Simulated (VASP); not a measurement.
## Ge16H (a cell with a defect): single point with PBE

The system is Ge16H (a cell with a defect).

```
Ge H
1.0
     0.00000    5.66000    5.66000
     5.66000    0.00000    5.66000
     5.66000    5.66000    0.00000
Ge H
16 1
Direct
  0.98589 0.02246 0.97930
  0.12251 0.11049 0.11903
  0.99670 0.00721 0.49528
  0.15062 0.13574 0.59924
  0.03208 0.48428 0.98981
  0.12408 0.64472 0.11071
  0.98553 0.50793 0.50147
  0.11365 0.64140 0.59697
  0.48657 0.95034 0.04408
  0.60492 0.12734 0.11923
  0.52060 0.00436 0.49205
  0.59526 0.13391 0.65328
  0.48702 0.51425 0.98895
  0.65971 0.51494 0.15402
  0.48099 0.51175 0.51769
  0.62516 0.63883 0.63564
  0.75891 0.25206 0.22266
```

```json
{
  "Program": "VASP 6.6.1",
  "Task": "single point",
  "Functional": "PBE",
  "Potentials or basis": "VASP PAW PBE potentials, release 64 (Ge_d, H)",
  "Cutoff": "520 eV",
  "k mesh": "2 × 2 × 2",
  "Occupations": "fermi-dirac, width 0.15 eV",
  "Spin": "no spin polarisation",
  "Dipole correction": "no",
  "Further INCAR settings": "LREAL = Auto; ALGO = Normal; EDIFF = 1e-06; NBANDS = 126"
}
```

```json
{"Pressure": "4.6 GPa", "Largest force": "1.770 eV/Å", "Band gap on the k mesh": "zero (an odd number of electrons rules out a gap without spin polarisation)"}
```

Forces in eV/Å, atoms in the order of the input:
```
Ge  -0.414 -0.316 -0.295
Ge   0.557  0.216  0.149
Ge   0.976 -0.510 -0.032
Ge   0.109 -0.380 -1.044
Ge   0.002 -0.965  0.165
Ge   0.532 -0.356 -0.705
Ge  -1.484 -0.213  0.485
Ge   1.032  1.437  0.060
Ge  -0.796 -0.036  0.555
Ge  -0.186 -0.027  0.285
Ge   0.243 -0.452  0.388
Ge  -0.144  1.204  0.306
Ge  -0.039  0.503 -1.000
Ge   0.228  1.394  0.494
Ge  -0.373  0.104  0.396
Ge  -0.810 -1.326 -0.419
H    0.567 -0.279  0.212
```

Stress tensor (GPa, compression positive):
```
 4.52 -0.16  0.31
-0.16  5.02  1.38
 0.31  1.38  4.23
```

Levels at points of the mesh, in eV from the Fermi level:
```csv
k point,band 110,band 111,band 112,band 113,band 114,band 115,band 116,band 117
"(0.00, 0.00, 0.00)",-0.81,-0.06,0.16,0.16,0.23,0.25,0.38,0.47
"(0.50, 0.00, 0.00)",-0.80,-0.72,-0.38,0.04,0.74,0.88,1.32,1.52
"(0.00, 0.50, 0.00)",-0.83,-0.62,-0.52,-0.33,0.86,0.90,1.29,1.39
"(0.00, 0.00, 0.50)",-0.89,-0.79,-0.54,-0.06,0.65,0.97,1.08,1.52
"(0.50, 0.50, 0.50)",-0.89,-0.70,-0.37,-0.06,0.66,1.19,1.35,1.38
"(0.50, 0.50, 0.00)",-1.25,-1.18,-1.05,-0.23,1.18,1.40,1.94,2.10
"(0.00, 0.50, 0.50)",-1.22,-1.15,-1.07,0.00,1.10,1.44,1.94,1.97
"(0.50, 0.00, 0.50)",-1.30,-1.07,-0.91,-0.21,1.13,1.43,1.96,1.98
```

It took 8 min on 1 thread of Intel(R) Xeon(R) Platinum 8488C (Sapphire Rapids), on a shared host, peak memory 0.61 GiB.

Caveat: the k points lie up to 0.48 Å⁻¹ apart, too coarse for converged energies and pressures of a metal; the atoms stand as in a frame of molecular dynamics; an odd number of electrons without spin polarisation forces a metal; a magnetic or distorted state may lie lower.
